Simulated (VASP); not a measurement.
Zr: single point with PBE

Zr:

```
Zr
1.0
     0.00000    2.26462    2.26462
     2.26462    0.00000    2.26462
     2.26462    2.26462    0.00000
Zr
1
Direct
  0.00000 0.00000 0.00000
```

```json
{
  "Program": "VASP 6.6.1",
  "Task": "single point",
  "Functional": "PBE",
  "Potentials or basis": "VASP PAW PBE potentials, release 64 (Zr_sv)",
  "Cutoff": "500 eV",
  "k mesh": "2 × 2 × 2",
  "Occupations": "gaussian, width 0.1 eV",
  "Spin": "no spin polarisation",
  "Dipole correction": "no",
  "Further INCAR settings": "ALGO = Normal; EDIFF = 1e-06; NBANDS = 12"
}
```

```
Pressure               : -23.1 GPa
Band gap on the k mesh : zero (band 6 reaches 10.18 eV, above the bottom of band 7 at 9.96 eV)
```

Levels at points of the mesh, in eV from the Fermi level:
| k point | band 3 | band 4 | band 5 | band 6 | band 7 | band 8 | band 9 | band 10 |
| --- | --- | --- | --- | --- | --- | --- | --- | --- |
| (0.00, 0.00, 0.00) | -26.74 | -26.74 | -6.56 | 0.20 | 0.20 | 0.20 | 2.64 | 2.64 |
| (0.50, 0.00, 0.00) | -26.87 | -26.87 | -3.85 | -0.02 | -0.02 | 0.12 | 4.50 | 4.50 |
| (0.50, 0.50, 0.00) | -27.10 | -27.10 | -3.94 | -3.03 | 2.06 | 4.48 | 5.05 | 5.05 |

Run time: 2.2 s on 1 thread of Intel(R) Xeon(R) 6975P-C (Granite Rapids) (shared host), peak memory 0.12 GiB.

Caveat: the k points lie up to 1.20 Å⁻¹ apart.
